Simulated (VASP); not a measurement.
Wanted: the native input for a VASP 6.6.1 run.

* Task: single point
* Functional: RPBE
* Potentials or basis: VASP PAW PBE potentials, release 64 (P)
* Cutoff: 520 eV
* k mesh: 16 × 16 × 16
* Occupations: fermi-dirac, width 0.1 eV
* Spin: no spin polarisation
* Dipole correction: no
* Further INCAR settings: ALGO = Normal; EDIFF = 1e-06; NBANDS = 8

The structure of P lies in POSCAR:

```
P
1.0
   -1.4694648912      1.4694648912      1.4694648912
    1.4694648912     -1.4694648912      1.4694648912
    1.4694648912      1.4694648912     -1.4694648912
P
1
Direct
    0.0000000000      0.0000000000      0.0000000000
```

This cell differs from its parent crystal: volume scaled by 0.88.

These files were run (other wordings do the same):

INCAR

```
SYSTEM = P
PREC = Accurate
ENCUT = 520
EDIFF = 1E-6
ISMEAR = -1
SIGMA = 0.1
LREAL = .False.
LASPH = .True.
NELM = 100
ALGO = Normal
ISIF = 2
LWAVE = .False.
LCHARG = .False.
GGA = RP
NBANDS = 8
```

KPOINTS

```
regular mesh
0
Gamma
  16 16 16
  0 0 0
```

Potentials or basis: VASP PAW PBE potentials, release 64 (P).

Launch:

```console
$ cat potpaw_PBE.64/P/POTCAR > POTCAR
$ mpirun -np 1 vasp_std > vasp.out
```

Results of the run:

```json
{
 "Pressure": "14.3 GPa"
}
```

Caveat: the PAW data sets were made with another functional, which shifts forces and pressure a little.

Run time: 5.4 s on 1 thread of Intel(R) Xeon(R) 6975P-C (Granite Rapids), with other jobs on the host, peak memory 0.12 GiB.
